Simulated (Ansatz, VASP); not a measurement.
## Two plane-wave programs on Ga

The input INCAR:

```
PREC = Accurate
ENCUT = 520
EDIFF = 1E-7
ISMEAR = -1
SIGMA = 0.1
LREAL = F
LASPH = T
NELM = 60
ALGO = Normal
ISIF = 2
LWAVE = F
LCHARG = F
GGA = PE
NBANDS = 34
```

Contents of KPOINTS:

```
Automatic mesh
0
Gamma
  11 11 9
```

Contents of POSCAR:

```
Ga
1.0
    2.2795657810     -3.8205813152      0.0000000000
    2.2795657810      3.8205813152      0.0000000000
    0.0000000000      0.0000000000      4.4848664405
Ga
4
Direct
    0.8442122853      0.1557877147      0.0839450138
    0.6557877147      0.3442122853      0.5839450138
    0.1557877147      0.8442122853      0.9160549862
    0.3442122853      0.6557877147      0.4160549862
```

Input for Ansatz:

```yaml
crystal:
  lattice:
    - [2.279565781, -3.8205813152, 0.0]
    - [2.279565781, 3.8205813152, 0.0]
    - [0.0, 0.0, 4.4848664405]
  atoms:
    - { symbol: Ga, position: [0.8442122853, 0.1557877147, 0.0839450138] }
    - { symbol: Ga, position: [0.6557877147, 0.3442122853, 0.5839450138] }
    - { symbol: Ga, position: [0.1557877147, 0.8442122853, 0.9160549862] }
    - { symbol: Ga, position: [0.3442122853, 0.6557877147, 0.4160549862] }
hamiltonian:
  xc: pbe
  pseudopotentials:
    kind: paw
    azcp:
      Ga: "pseudopotentials/Ga.paw.azcp"
basis:
  ecutwfc: 420
  fft_grid_basis: typed
kpoints:
  mp_grid: { grid: [11, 11, 9], shift: [0, 0, 0] }
magnetization:
  spin_polarized: false
scf:
  occupations: { method: fermi_dirac, width: 0.1 }
output:
  stress: true
```

Alike in both runs: task single point; functional PBE; k mesh 11 × 11 × 9; occupations fermi-dirac, width 0.1 eV; no spin polarisation.

|  | VASP | Ansatz |
| --- | --- | --- |
| version | VASP 6.6.1 | Ansatz 0.2.0 |
| potentials or method | VASP PAW PBE potentials, release 64 (Ga_d), cutoff 520 eV | plane waves (420 eV) with PAW, scalar-relativistic |
| valence electrons in the cell | 52 | 52 |

```csv
,VASP,Ansatz,Ansatz less VASP
pressure (GPa),2.3,2.2,-0.13
"traceless stress, the component that is largest in VASP (GPa)",-0.37,-0.36,+0.009
```
